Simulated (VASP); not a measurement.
Input of a VASP 6.6.1 run:

File INCAR:

```
SYSTEM = SrTlF3
ALGO = Normal
EDIFF = 1E-6
ENCUT = 520
GGA = PE
ISIF = 2
ISMEAR = 0
LASPH = .TRUE.
LCHARG = .FALSE.
LREAL = .FALSE.
LWAVE = .FALSE.
NBANDS = 30
NELM = 100
PREC = Accurate
SIGMA = 0.1
```

File KPOINTS:

```
k-points
0
G
  6 6 2
  0 0 0
```

Contents of POSCAR:

```
SrTlF3
1.0
    4.1806185451      0.0000000000      0.0000000000
   -2.0903092725      3.6205218636      0.0000000000
    0.0000000000      0.0000000000      7.7978774326
Sr Tl F
1 1 3
Direct
    0.0000000000      0.0000000000      0.0000000000
    0.6666666667      0.3333333333      0.5000000000
    0.0000000000      0.0000000000      0.2977027281
    0.0000000000      0.0000000000      0.7022972719
    0.6666666667      0.3333333333      0.0000000000
```

Potentials or basis: VASP PAW PBE potentials, release 64 (Sr_sv, Tl_d, F).

Command:

```sh
$ cat potpaw_PBE.64/Sr_sv/POTCAR potpaw_PBE.64/Tl_d/POTCAR potpaw_PBE.64/F/POTCAR > POTCAR
$ mpirun -np 1 vasp_std > vasp.out
```

(1) Estimate the band gap on the k mesh.

(2) Estimate the pressure.

(3) What does it give for the largest force?

## Answers

(1) 3.30 eV, indirect (least direct gap 3.90 eV).

(2) 0.2 GPa.

(3) 0.052 eV/Å.

Caveat: spin-orbit coupling is left out, which moves the levels of the heavy elements.
